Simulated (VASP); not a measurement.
Wanted: the native input for a VASP 6.6.1 run.

- Task: relaxation of cell and atoms
- Functional: PBE
- Dispersion: D3(BJ)
- Potentials or basis: VASP PAW PBE potentials, release 64 (W_sv)
- Cutoff: 500 eV
- k mesh: 11 × 11 × 11
- Occupations: gaussian, width 0.1 eV
- Spin: no spin polarisation
- Dipole correction: no
- Further INCAR settings: ALGO = Normal; EDIFF = 1e-07; IBRION = 2; EDIFFG = -0.01; NSW = 80; ISIF = 3

The structure of W lies in POSCAR:

```
W
1.0
    0.0000000000      2.0300000000      2.0300000000
    2.0300000000      0.0000000000      2.0300000000
    2.0300000000      2.0300000000      0.0000000000
W
1
Direct
    0.0000000000      0.0000000000      0.0000000000
```

One way to write it, as run:

INCAR

```
SYSTEM = W
  PREC = Accurate
  ENCUT = 500
  EDIFF = 1E-7
  ISMEAR = 0
  SIGMA = 0.1
  LREAL = .False.
  LASPH = .True.
  NELM = 120
  ALGO = Normal
  ISIF = 3
  LWAVE = .False.
  LCHARG = .False.
  GGA = PE
  IVDW = 12
  IBRION = 2
  NSW = 80
  EDIFFG = -0.01
  GGA_COMPAT = .False.
  NELMIN = 4
```

KPOINTS

```
Automatic mesh
0
Gamma
  11 11 11
  0 0 0
```

Potentials or basis: VASP PAW PBE potentials, release 64 (W_sv).

The run is started by

```console
$ cat potpaw_PBE.64/W_sv/POTCAR > POTCAR
$ mpirun -np 1 vasp_std > vasp.out
```

It gave:

The relaxed volume is 16.10 Å³/atom. The relaxed cell is a = 2.834 Å, b = 2.834 Å, c = 2.834 Å, α = 60.00°, β = 60.00°, γ = 60.00° and the space group after relaxing (to 0.05 Å) is Fm-3m (No. 225). The energy gained by relaxing is 22.5 meV/atom and the ionic steps are 7. The pressure after relaxing is 0.0 GPa. The band gap on the k mesh is zero (band 7 reaches 13.52 eV, above the bottom of band 8 at 10.17 eV) and the dispersion energy per atom is -0.684 eV.

Caveat: spin-orbit coupling is left out, which moves the levels of the heavy elements; pairwise dispersion overbinds metals, which lowers pressure and volume.

Wall time 55 s on 1 thread of Intel Xeon 8259CL, on a shared host, peak memory 0.16 GiB.
